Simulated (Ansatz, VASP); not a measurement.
GaSe3: VASP beside Ansatz

```xyz
4
Lattice="-2.8049 2.8049 2.8049 2.8049 -2.8049 2.8049 2.8049 2.8049 -2.8049" Properties=species:S:1:pos:R:3 pbc="T T T"
Ga    0.0000    0.0000    0.0000
Se    2.8049    0.0000    0.0000
Se    0.0000    2.8049    0.0000
Se    0.0000    0.0000    2.8049
```

Alike in both runs: functional PBE; k mesh 12 × 12 × 12; occupations gaussian, width 0.1 eV; no spin polarisation.

Ansatz relaxed the structure, and its values are those at the end. VASP's run is a single point on that final structure, the one shown.

```csv
,VASP,Ansatz
version,VASP 6.6.1,Ansatz 0.2.0
potentials or method,"VASP PAW PBE potentials, release 64 (Ga_d, Se), cutoff 520 eV","scalar-relativistic, plane waves, PAW"
valence electrons in the cell,31,61
```

```tsv
	VASP	Ansatz	Ansatz less VASP
gap on the k mesh at the Fermi level (eV)	none	none	-
pressure (GPa)	0.0	0.0	-0.06
```

A gap of «none» marks a metal or a gap that the smearing closes. The functional is the same, so the differences come from potentials, cutoffs and numerics. VASP's potentials hold 31 valence electrons a cell and Ansatz's 61, so a difference there can come from the potentials and not from the codes.
